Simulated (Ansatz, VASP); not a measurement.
One calculation of Au, two programs

Contents of INCAR:

```
SYSTEM = Au
  PREC = Accurate
  ENCUT = 600
  EDIFF = 1E-7
  ISMEAR = 0
  SIGMA = 0.1
  LREAL = .False.
  LASPH = .True.
  NELM = 100
  ALGO = Fast
  ISIF = 3
  LWAVE = .False.
  LCHARG = .False.
  GGA = PE
  IBRION = 2
  NSW = 80
  EDIFFG = -0.003
```

KPOINTS

```
Automatic mesh
0
Gamma
  32 32 32
  0 0 0
```

POSCAR

```
Au
1.0
    0.0000000000      2.0790000000      2.0790000000
    2.0790000000      0.0000000000      2.0790000000
    2.0790000000      2.0790000000      0.0000000000
Au
1
Direct
    0.0000000000      0.0000000000      0.0000000000
```

Input for Ansatz:

```yaml
crystal:
  lattice:
    - [0.0, 2.079, 2.079]
    - [2.079, 0.0, 2.079]
    - [2.079, 2.079, 0.0]
  atoms:
    - { symbol: Au, position: [0.0, 0.0, 0.0] }
scf:
  occupations: { method: gaussian, width: 0.1 }
output:
  forces: true
  stress: true
  eigenvalues: true
  write_density: true
  write_potential: true
  elf: true
  volumetric_format: npy
hamiltonian:
  xc: pbe
relax:
  f_tol: 0.003
  max_steps: 60
  cell: { stress_tol: 0.02 }
kpoints:
  mp_grid: { grid: [32, 32, 32] }
```

Alike in both runs: task relaxation of cell and atoms; functional PBE; k mesh 32 × 32 × 32; occupations gaussian, width 0.1 eV; no spin polarisation.

|  | VASP | Ansatz |
| --- | --- | --- |
| version | VASP 6.6.1 | Ansatz 0.2.0 |
| potentials or method | VASP PAW PBE potentials, release 64 (Au) | scalar-relativistic, plane waves, PAW |
| plane-wave cutoff (eV) | 600 | 420 |
| valence electrons in the cell | 11 | 19 |

VASP gave:

| Item | Value |
| --- | --- |
| gap on the k mesh at the Fermi level, each at its own relaxed structure (eV) | none |
| relaxed volume (Å³/atom) | 17.95 |
| relaxed cell length with the largest relative difference (Å) | 2.939 |

Q: What did Ansatz give for the same quantities?

A: gap on the k mesh at the Fermi level, each at its own relaxed structure (eV): none; relaxed volume (Å³/atom): 17.97; relaxed cell length with the largest relative difference (Å): 2.940.

A gap of «none» marks a metal or a gap that the smearing closes. VASP's potentials hold 11 valence electrons a cell and Ansatz's 19, so a difference there can come from the potentials and not from the codes.

Neither program's run includes spin-orbit coupling.
